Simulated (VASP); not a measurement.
**O: single point with PBE+D3(BJ)**

O:

```
O
1.0
     6.08760    0.00000    0.00000
     0.00000    6.08760    0.00000
     0.00000    0.00000    6.08760
O
12
Direct
  0.33936 0.28231 0.43589
  0.29935 0.23274 0.24652
  0.81272 0.42580 0.16172
  0.64221 0.52633 0.11085
  0.86543 0.18070 0.67917
  0.95542 0.09299 0.83815
  0.61078 0.82535 0.66456
  0.49877 0.68127 0.58151
  0.18324 0.71089 0.92573
  0.13281 0.53134 0.84220
  0.99001 0.85580 0.39945
  0.88920 0.92782 0.24875
```

```
Program                : VASP 6.6.1
Task                   : single point
Functional             : PBE
Dispersion             : D3(BJ)
Potentials or basis    : VASP PAW PBE potentials, release 64 (O)
Cutoff                 : 520 eV
k mesh                 : 1 × 1 × 1
Occupations            : fermi-dirac, width 0.02 eV
Spin                   : collinear spin, ferromagnetic start
Starting moments       : [0.56, 0.56, 0.56, 0.56, 0.56, 0.56, 0.56, 0.56, 0.56, 0.56, 0.56, 0.56] μB
Dipole correction      : no
Further INCAR settings : ALGO = Normal; EDIFF = 1e-06; NBANDS = 52
```

```
Pressure                                              : 2.2 GPa
Largest force                                         : 3.849 eV/Å
Net moment                                            : 12.00 μB per cell
Site moments                                          : O +0.81, +0.82, +0.80 (each value once) μB
Valence electrons inside the program's atomic spheres : O 4.92, 4.88, 4.89, 4.91, 4.96 (each value once)
Dispersion energy per atom                            : -0.042 eV
```

Forces in eV/Å, atoms in the order of the input:
```
O    0.244  0.218  1.212
O   -0.297 -0.390 -1.205
O   -0.781  0.387 -0.085
O    0.696 -0.365  0.126
O    0.036  0.221  0.152
O   -0.016  0.132 -0.208
O    0.296  0.516  0.417
O   -0.411 -0.584 -0.430
O   -0.133 -0.818 -0.259
O    0.241  0.808  0.294
O    2.151 -1.541  2.796
O   -2.025  1.417 -2.807
```

Stress tensor (GPa, compression positive):
```
 1.56  0.54  0.94
 0.54  1.49 -0.30
 0.94 -0.30  3.65
```

Levels at points of the mesh, in eV from the Fermi level:
Spin up:
| k point | band 38 | band 39 | band 40 | band 41 | band 42 | band 43 | band 44 | band 45 | band 46 | band 47 |
| --- | --- | --- | --- | --- | --- | --- | --- | --- | --- | --- |
| (0.00, 0.00, 0.00) | -0.82 | -0.77 | -0.70 | -0.60 | -0.53 | 6.04 | 7.22 | 7.90 | 8.01 | 8.50 |
Spin down:
```tsv
k point	band 27	band 28	band 29	band 30	band 31	band 32	band 33	band 34
(0.00, 0.00, 0.00)	-5.22	-5.14	-4.99	-4.84	0.94	0.98	1.14	1.21
```

Wall time 57 s on 1 thread of Intel Xeon 8259CL (shared host), peak memory 0.38 GiB.

Caveat: the k points lie up to 1.03 Å⁻¹ apart; the standard files for N, O and F lose accuracy on very short bonds.
